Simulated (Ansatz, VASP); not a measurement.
# Al11Cu5 in VASP and in Ansatz

```xyz
16
Lattice="-3.9396 3.9383 -3.9046 3.8987 3.8699 3.8772 3.9116 -3.9108 -3.8492" Properties=species:S:1:pos:R:3 pbc="T T T"
Al   -0.1034    1.9637   -5.7942
Al    3.8645    3.8579   -0.0301
Al    1.9280    1.9806   -3.8725
Al    1.9795    0.0024   -1.8989
Al   -0.0111    1.9948   -1.9887
Al    3.8441    3.8787   -3.8568
Al    1.9665    1.9418   -0.0151
Al    0.0552    5.7888   -2.0298
Al   -1.9898    3.8468   -1.9967
Al    0.0167    3.9431   -0.0193
Al    5.7758    0.0719   -1.8570
Cu    1.9933   -1.9022   -3.8673
Cu    3.8620    1.9385   -1.9535
Cu   -0.0544    3.8993   -3.8958
Cu    1.9107    5.8339   -0.0193
Cu    1.9260    3.8762   -1.9341
```

Alike in both runs: task single point; functional PBE; k mesh 6 × 6 × 6; occupations gaussian, width 0.1 eV; no spin polarisation.

```csv
,VASP,Ansatz
version,VASP 6.6.1,Ansatz 0.2.0
potentials or method,"VASP PAW PBE potentials, release 64 (Al, Cu), cutoff 520 eV","scalar-relativistic, plane waves, PAW"
valence electrons in the cell,88,128
```

|  | VASP | Ansatz | Ansatz less VASP |
| --- | --- | --- | --- |
| gap on the k mesh at the Fermi level (eV) | none | none | - |
| pressure (GPa) | 0.0 | -0.1 | -0.11 |
| traceless stress, the component that is largest in VASP (GPa) | 0.21 | 0.20 | -0.001 |
| rms of the force components (eV/Å) | 0.062 | 0.068 | +0.0057 |

Atom by atom the forces differ by 0.006 eV/Å (rms over components). A gap of «none» marks a metal or a gap that the smearing closes. With one functional, cell and mesh, what is left measures potentials, basis and numerics. VASP's potentials hold 88 valence electrons a cell and Ansatz's 128, so a difference there can come from the potentials and not from the codes.
